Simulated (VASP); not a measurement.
Here is a VASP 6.6.1 calculation.

Contents of INCAR:

```
SYSTEM = GeS
ALGO = Normal ; EDIFF = 1E-6
ENCUT = 500 ; GGA = PE
GGA_COMPAT = .FALSE. ; ISIF = 2
ISMEAR = 0 ; LASPH = .TRUE.
LCHARG = .FALSE. ; LREAL = .FALSE.
LWAVE = .FALSE. ; NBANDS = 50
NELM = 120 ; PREC = Accurate
SIGMA = 0.01
```

File KPOINTS:

```
k-points
0
G
  2 5 4
  0 0 0
```

The input POSCAR:

```
GeS
1.0
   10.8595822037      0.0000000000      0.0000000000
    0.0000000000      3.6909988726      0.0000000000
    0.0000000000      0.0000000000      4.3945296361
Ge S
4 4
Direct
    0.1275613682      0.2500000000      0.1291602342
    0.3724386318      0.7500000000      0.6291602342
    0.6275613682      0.2500000000      0.3708397658
    0.8724386318      0.7500000000      0.8708397658
    0.8470914497      0.2500000000      0.5037634741
    0.6529085503      0.7500000000      0.0037634741
    0.3470914497      0.2500000000      0.9962365259
    0.1529085503      0.7500000000      0.4962365259
```

Potentials or basis: VASP PAW PBE potentials, release 64 (Ge_d, S).

Launch:

```bash
$ cat potpaw_PBE.64/Ge_d/POTCAR potpaw_PBE.64/S/POTCAR > POTCAR
$ mpirun -np 1 vasp_std > vasp.out
```

Q: Predict the pressure.

A: -0.1 GPa.

Q: What does it give for the band gap on the k mesh?

A: 1.19 eV, direct.

Q: Estimate the largest force.

A: 0.010 eV/Å.

Forces on the atoms (eV/Å):
```
Ge   0.007  0.000 -0.006
Ge  -0.007  0.000 -0.006
Ge   0.007  0.000  0.006
Ge  -0.007  0.000  0.006
S   -0.003  0.000 -0.004
S    0.003  0.000 -0.004
S   -0.003  0.000  0.004
S    0.003  0.000  0.004
```

A k mesh can miss the band edges.
